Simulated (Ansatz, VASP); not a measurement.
## Si5Sn: VASP beside Ansatz

```
Si Sn
1.0
     4.78786    0.00000    0.00000
    -2.39393    4.14641    0.00000
     0.00000    0.00000    8.05683
Si Sn
5 1
Direct
  0.50000 0.00000 0.50000
  0.00000 0.50000 0.50000
  0.50000 0.50000 0.50000
  0.00000 0.00000 0.66025
  0.00000 0.00000 0.33975
  0.00000 0.00000 0.00000
```

Alike in both runs: functional PBE; k mesh 12 × 12 × 6; occupations gaussian, width 0.1 eV; no spin polarisation.

Ansatz relaxed the structure, and its values are those at the end. VASP's run is a single point on that final structure, the one shown.

|  | VASP | Ansatz |
| --- | --- | --- |
| version | VASP 6.6.1 | Ansatz 0.2.0 |
| potentials or method | VASP PAW PBE potentials, release 64 (Si, Sn_d), cutoff 520 eV | scalar-relativistic, plane waves, PAW |
| valence electrons in the cell | 34 | 34 |

VASP gave:

```
gap on the k mesh at the Fermi level (eV) : none
pressure (GPa)                            : -0.1
```

Problem. What did Ansatz give for the same quantities?

Solution. gap on the k mesh at the Fermi level (eV): none; pressure (GPa): 0.0.

A gap of «none» marks a metal or a gap that the smearing closes. With one functional, cell and mesh, what is left measures potentials, basis and numerics.
